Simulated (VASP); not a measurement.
# BaHfO3 (P6/mmm) in VASP: notebook, part 2 of 2

VASP 6.6.1. Earlier steps stand in the parts before.

### Step 3. Single point, PBE

This run uses another cell than the first one, of 22.40 Å³/atom, 1.128 times its volume.

INCAR

```
PREC     = Accurate       # precision mode
ENCUT    = 520            # plane-wave cutoff, eV
EDIFF    = 1E-7           # SCF threshold, eV
ISMEAR   = 0              # smearing method
SIGMA    = 0.1            # smearing width, eV
LREAL    = False          # projectors in reciprocal space
LASPH    = True           # aspherical terms in the spheres
NELM     = 80             # most SCF steps
ALGO     = Normal         # electronic algorithm
ISIF     = 2              # what is computed and relaxed
LWAVE    = False          # write WAVECAR
LCHARG   = False          # write CHGCAR
GGA      = PE             # functional
NBANDS   = 27             # bands
```

KPOINTS

```
Automatic mesh
0
Gamma
  6 6 4
```

POSCAR

```
BaHfO3
1.0
    4.3271990706     -0.0000000028      0.0000000000
   -2.1635995328      3.7474643238      0.0000000000
    0.0000000000      0.0000000000      6.9052555739
Ba Hf O
1 1 3
Direct
    0.0000000000      0.0000000000      0.5000000000
    0.0000000000      0.0000000000      0.0000000000
    0.5000000000      0.0000000000      0.0000000000
    0.0000000000      0.5000000000      0.0000000000
    0.5000000000      0.5000000000      0.0000000000
```

Potentials or basis: VASP PAW PBE potentials, release 64 (Ba_sv, Hf_pv, O).

Command:

```sh
$ cat potpaw_PBE.64/Ba_sv/POTCAR potpaw_PBE.64/Hf_pv/POTCAR potpaw_PBE.64/O/POTCAR > POTCAR
$ mpirun -np 1 vasp_std > vasp.out
```

OUTCAR:

```text
PREC = Accurate
   ENCUT = 520
   EDIFF = 1E-7
   ISMEAR = 0
   LREAL = False
   LASPH = True
   NELM = 80
   ISIF = 2
   GGA = PE

 ion  position               nearest neighbor table
   1  0.000  0.000  0.500-   2 3.45   2 3.45
   2  0.000  0.000  0.000-   4 2.16   4 2.16   3 2.16   3 2.16   5 2.16   5 2.16   1 3.45   1 3.45

   3  0.500  0.000  0.000-   2 2.16   2 2.16
   4  0.000  0.500  0.000-   2 2.16   2 2.16
   5  0.500  0.500  0.000-   2 2.16   2 2.16

  LATTYP: Found a hexagonal cell.
 ALAT       =     4.3271990706
 C/A-ratio  =     1.5957795011

  Lattice vectors:

 A1 = (   4.3271990706,  -0.0000000028,   0.0000000000)
 A2 = (  -2.1635995328,   3.7474643238,   0.0000000000)
 A3 = (   0.0000000000,   0.0000000000,   6.9052555739)

Analysis of symmetry for initial positions (statically):
=====================================================================
 Subroutine PRICEL returns:
 Original cell was already a primitive cell.

 Routine SETGRP: Setting up the symmetry group for a
 hexagonal supercell.

 Subroutine GETGRP returns: Found 24 space group operations
 (whereof 24 operations were pure point group operations)
 out of a pool of 24 trial point group operations.

The static configuration has the point symmetry D_6h.

Analysis of symmetry for dynamics (positions and initial velocities):
=====================================================================
 Subroutine PRICEL returns:
 Original cell was already a primitive cell.

 Routine SETGRP: Setting up the symmetry group for a
 hexagonal supercell.

 Subroutine GETGRP returns: Found 24 space group operations
 (whereof 24 operations were pure point group operations)
 out of a pool of 24 trial point group operations.

The dynamic configuration has the point symmetry D_6h.

 Subroutine INISYM returns: Found 24 space group operations
 (whereof 24 operations are pure point group operations),
 and found     1 'primitive' translations

----------------------------------------------------------------------------------------

                                     Primitive cell

  volume of cell :     111.9758

  direct lattice vectors                    reciprocal lattice vectors
     4.327199071 -0.000000003  0.000000000     0.231096371  0.133423552  0.000000000
    -2.163599533  3.747464324  0.000000000     0.000000000  0.266847104  0.000000000
     0.000000000  0.000000000  6.905255574     0.000000000  0.000000000  0.144817232

  length of vectors
     4.327199071  4.327199071  6.905255574     0.266847104  0.266847104  0.144817232

  position of ions in fractional coordinates (direct lattice)
     0.000000000  0.000000000  0.500000000
     0.000000000  0.000000000  0.000000000
     0.500000000  0.000000000  0.000000000
     0.000000000  0.500000000  0.000000000
     0.500000000  0.500000000  0.000000000

  ion indices of the primitive-cell ions
   primitive index   ion index
                 1           1
                 2           2
                 3           3
                 4           4
                 5           5

----------------------------------------------------------------------------------------

 KPOINTS: Automatic mesh

Automatic generation of k-mesh.
 Grid dimensions read from file:
 generate k-points for:    6    6    4

 Generating k-lattice:

  Cartesian coordinates                     Fractional coordinates (reciprocal lattice)
     0.038516062  0.022237259  0.000000000     0.166666667  0.000000000  0.000000000
     0.000000000  0.044474517  0.000000000     0.000000000  0.166666667  0.000000000
     0.000000000  0.000000000  0.036204308     0.000000000  0.000000000  0.250000000

  Length of vectors
     0.044474517  0.044474517  0.036204308

  Shift w.r.t. Gamma in fractional coordinates (k-lattice)
     0.000000000  0.000000000  0.000000000

 Subroutine IBZKPT returns following result:
 ===========================================

 Found     21 irreducible k-points:

 Following reciprocal coordinates:
            Coordinates               Weight
  0.000000  0.000000  0.000000      1.000000
  0.166667 -0.000000  0.000000      6.000000
  0.333333  0.000000  0.000000      6.000000
  0.500000  0.000000  0.000000      3.000000
  0.166667  0.166667  0.000000      6.000000
  0.333333  0.166667  0.000000     12.000000
[... 13 lines left out ...]
  0.333333  0.166667  0.500000     12.000000
  0.333333  0.333333  0.500000      2.000000
   k-points           NKPTS =     21   k-points in BZ     NKDIM =     21   number of bands    NBANDS=     27
   number of dos      NEDOS =    301   number of ions     NIONS =      5
   total plane-waves  NPLWV =  55296
   dimension x,y,z NGX =    32 NGY =   32 NGZ =   54
   dimension x,y,z NGXF=    64 NGYF=   64 NGZF=  108
   ions per type =               1   1   3
   NGX,Y,Z   is equivalent  to a cutoff of  12.29, 12.29, 13.00 a.u.
   NGXF,Y,Z  is equivalent  to a cutoff of  24.59, 24.59, 26.00 a.u.
 SYSTEM =  unknown system
   PREC   = accura    normal or accurate (medium, high low for compatibility)
   ISTART =      0    job   : 0-new  1-cont  2-samecut
   ICHARG =      2    charge: 1-file 2-atom 10-const
   ISPIN  =      1    spin polarized calculation?
   LNONCOLLINEAR =      F non collinear calculations
   LSORBIT =      F    spin-orbit coupling
   LASPH  =      T    aspherical Exc in radial PAW
   ENCUT  =  520.0 eV  38.22 Ry    6.18 a.u.   8.05  8.05 12.84*2*pi/ulx,y,z
   NELM   =     80;   NELMIN=  2; NELMDL= -5     # of ELM steps
   EDIFF  = 0.1E-06   stopping-criterion for ELM
   LREAL  =      F    real-space projection
   EDIFFG = 0.1E-05   stopping-criterion for IOM
   NSW    =      0    number of steps for IOM
   IBRION =     -1    ionic relax: 0-MD 1-quasi-New 2-CG
   NFREE  =      0    steps in history (QN), initial steepest desc. (CG)
   ISIF   =      2    stress and relaxation
   ISYM   =      2    0-nonsym 1-usesym 2-fastsym
   POTIM  = 0.5000    time-step for ionic-motion
   TEBEG  =    0.0;   TEEND  =   0.0 temperature during run
   PSTRESS=    0.0 pullay stress
   NELECT =      38.0000    total number of electrons
   NUPDOWN=      -1.0000    fix difference up-down
   EMIN   =  10.00;   EMAX   =-10.00  energy-range for DOS
   EFERMI =   0.00;   METHOD = LEGACY
   ISMEAR =     0;   SIGMA  =   0.10  broadening in eV -4-tet -1-fermi 0-gaus
   EFERMI_NEDOS =   21; number of points for ismear=-14 and -15
   IALGO  =     38    algorithm
   IMIX   =      4    mixing-type and parameters
     AMIX     =   0.40;   BMIX     =  1.00
     AMIX_MAG =   1.60;   BMIX_MAG =  1.00
  volume/ion in A,a.u.               =      22.40       151.13
  Fermi-wavevector in a.u.,A,eV,Ry     =   1.141900  2.157878 17.741114  1.303935
  Thomas-Fermi vector in A             =   2.278599
   LORBIT       =      0    0 simple, 1 ext, 2 COOP (PROOUT), +10 PAW based schemes
   GGA     = PE    functional components
   LHFCALC =     F    Hartree Fock is set to
   AEXX    =    0.0000 exact exchange contribution
   IVDW    =     0    specifies the selected vdW correction
   LEPSILON=     F    determine dielectric tensor
   LRPA    =     F    only Hartree local field effects (RPA)
 non-spin polarized calculation
 Gauss-broadening in eV      SIGMA  =   0.10
  energy-cutoff  :      520.00
  volume of cell :      111.98
 maximum number of plane-waves:      3054
   NGX = 17   NGY = 17   NGZ = 25

 number of electron      38.0000017 magnetization

 Free energy of the ion-electron system (eV)
  ---------------------------------------------------
  ext. energy  EPLUGINS =         0.00000000
  ---------------------------------------------------
  free energy    TOTEN  =       -31.44528741 eV

  energy without entropy =      -31.43108401  energy(sigma->0) =      -31.43818571

 E-fermi :   2.3857     XC(G=0):  -8.7481

 val. band max:        2.3745934269   @ k =   0.3333   0.0000   0.2500
 cond. band min:       2.4454369852   @ k =   0.1667   0.1667   0.0000
 fundamental gap:      0.0708435583
 Fermi energy:         2.3856857753

 k-point     1 :       0.0000    0.0000    0.0000
  band No.  band energies     occupation
      1     -28.4905      2.00000
      2     -28.3037      2.00000
      3     -28.3037      2.00000
      4     -26.6896      2.00000
      5     -17.5923      2.00000
      6     -14.5577      2.00000
[... 619 lines left out ...]
     26       6.2707      0.00000
     27       6.2707      0.00000

------------------------ aborting loop because EDIFF is reached ----------------------------------------

  FORCE on cell =-STRESS in cart. coord.  units (eV):
  Direction    XX          YY          ZZ          XY          YZ          ZX
  --------------------------------------------------------------------------------------
  -------------------------------------------------------------------------------------
  Total       -0.9021932     -0.9021932      0.1615392     -0.0000000     -0.0000000      0.0000000
  in kB      -12.9088034    -12.9088034      2.3113429     -0.0000000     -0.0000000      0.0000000
  external PRESSURE =      -7.8354213 kB  Pullay stress =       0.0000000 kB

 VOLUME and BASIS-vectors are now :
 -----------------------------------------------------------------------------
  energy-cutoff  :      520.00
  volume of cell :      111.98
      direct lattice vectors                 reciprocal lattice vectors
     4.327199071 -0.000000003  0.000000000     0.231096371  0.133423552  0.000000000
    -2.163599533  3.747464324  0.000000000     0.000000000  0.266847104  0.000000000
     0.000000000  0.000000000  6.905255574     0.000000000  0.000000000  0.144817232

 POSITION                                       TOTAL-FORCE (eV/Angst)
 -----------------------------------------------------------------------------------
      0.00000      0.00000      3.45263        -0.000000      0.000000      0.000000
      0.00000      0.00000      0.00000        -0.000000      0.000000      0.000000
      2.16360     -0.00000      0.00000        -0.000000      0.000000      0.000000
     -1.08180      1.87373      0.00000         0.000000      0.000000      0.000000
      1.08180      1.87373      0.00000        -0.000000      0.000000      0.000000
 -----------------------------------------------------------------------------------
    total drift:                                0.000000      0.000000     -0.000000

  FREE ENERGIE OF THE ION-ELECTRON SYSTEM (eV)
  ---------------------------------------------------
  free  energy   TOTEN  =       -31.4452874063 eV

  energy  without entropy=      -31.4310840052  energy(sigma->0) =      -31.43818571
```

Wall time 28 s (1 thread of Intel Xeon 6975P-C (Granite Rapids), shared host); peak memory 0.26 GiB.

Results:

| Property | Result |
| --- | --- |
| Free energy | -31.4453 eV |
| Pressure | -0.8 GPa |
| Band gap on the k mesh | zero (band 19 reaches 2.74 eV, above the bottom of band 20 at 2.18 eV) |

Stress tensor (GPa, compression positive):
```
-1.29  0.00  0.00
 0.00 -1.29  0.00
 0.00  0.00  0.23
```

Levels at points of the mesh, in eV from the Fermi level:
```csv
k point,band 16,band 17,band 18,band 19,band 20,band 21,band 22,band 23
"(0.00, 0.00, 0.00)",-1.86,-1.86,-0.92,-0.75,1.11,1.11,1.58,1.58
"(0.50, 0.00, 0.00)",-2.91,-2.40,-2.24,-0.88,-0.21,0.67,1.44,2.24
"(0.00, 0.00, 0.50)",-1.87,-1.22,-0.92,0.29,1.11,1.11,1.81,1.91
"(0.50, 0.00, 0.50)",-2.91,-2.35,-2.24,-0.15,0.67,0.84,0.98,1.88
```

Caveat: spin-orbit coupling is left out, which moves the levels of the heavy elements.

### Step 4. Single point, PBE

This run uses another cell than the first one, of 22.91 Å³/atom, 1.154 times its volume.

INCAR

```
ALGO = Normal ; EDIFF = 1E-6
ENCUT = 520 ; GGA = PE
ISIF = 2 ; ISMEAR = 0
LASPH = T ; LCHARG = F
LREAL = F ; LWAVE = F
NBANDS = 27 ; NELM = 80
PREC = Accurate ; SIGMA = 0.1
```

KPOINTS

```
k-points
0
Gamma
  12 12 6
```

Edit POSCAR of step 3 so:

```diff
@@ -2,5 +2,5 @@
 1.0
-    4.3271990706     -0.0000000028      0.0000000000
-   -2.1635995328      3.7474643238      0.0000000000
-    0.0000000000      0.0000000000      6.9052555739
+    4.3176931941      0.0000000000      0.0000000000
+   -2.1588465971      3.7392319919      0.0000000000
+    0.0000000000      0.0000000000      7.0959875839
 Ba Hf O
```

Command:

```sh
$ cat potpaw_PBE.64/Ba_sv/POTCAR potpaw_PBE.64/Hf_pv/POTCAR potpaw_PBE.64/O/POTCAR > POTCAR
$ mpirun -np 1 vasp_std > vasp.out
```

It took 94 s on 1 thread of Intel Xeon 6975P-C (Granite Rapids), shared host; peak memory 0.38 GiB.

The run converged. Its results:

| Quantity | Value |
| --- | --- |
| Free energy | -31.4100 eV |
| Pressure | -0.8 GPa |
| Band gap on the k mesh | zero (band 19 reaches 2.68 eV, above the bottom of band 20 at 2.10 eV) |

Stress tensor (GPa, compression positive):
```
-1.19  0.00  0.00
 0.00 -1.19  0.00
 0.00  0.00  0.06
```

Levels at points of the mesh, in eV from the Fermi level:
| k point | band 15 | band 16 | band 17 | band 18 | band 19 | band 20 | band 21 | band 22 | band 23 | band 24 |
| --- | --- | --- | --- | --- | --- | --- | --- | --- | --- | --- |
| (0.00, 0.00, 0.00) | -2.01 | -1.91 | -1.91 | -0.99 | -0.73 | 1.05 | 1.05 | 1.63 | 1.63 | 1.89 |
| (0.50, 0.00, 0.00) | -3.04 | -2.98 | -2.45 | -2.32 | -0.88 | -0.18 | 0.61 | 1.33 | 2.21 | 2.34 |
| (0.00, 0.00, 0.50) | -1.92 | -1.92 | -1.28 | -0.99 | 0.04 | 1.05 | 1.05 | 1.63 | 1.94 | 1.94 |
| (0.50, 0.00, 0.50) | -3.14 | -2.99 | -2.41 | -2.32 | -0.17 | 0.61 | 0.75 | 0.80 | 1.76 | 2.61 |

Caveat: spin-orbit coupling is left out, which moves the levels of the heavy elements.

### Step 5. Summary

```csv
cell,k mesh,gap on the mesh (eV),pressure (GPa)
"a = 4.388, b = 4.388, c = 5.953 Å, angles 90.0, 90.0, 120.0°, 5 atoms",6 × 6 × 4,none,2.6
"a = 4.327, b = 4.327, c = 6.905 Å, angles 90.0, 90.0, 120.0°, 5 atoms",6 × 6 × 4,none,-0.8
"a = 4.318, b = 4.318, c = 7.096 Å, angles 90.0, 90.0, 120.0°, 5 atoms",12 × 12 × 6,none,-0.8
```

Alike in all rows: task single point; level PBE; potentials or basis VASP PAW PBE potentials, release 64 (Ba_sv, Hf_pv, O); no spin polarisation; cutoff (eV) 520; smearing gaussian 0.1 eV.

Caveats: spin-orbit coupling is left out, which moves the levels of the heavy elements.

Total energies depend on the potentials used, so only differences within one code and one set of settings carry meaning.
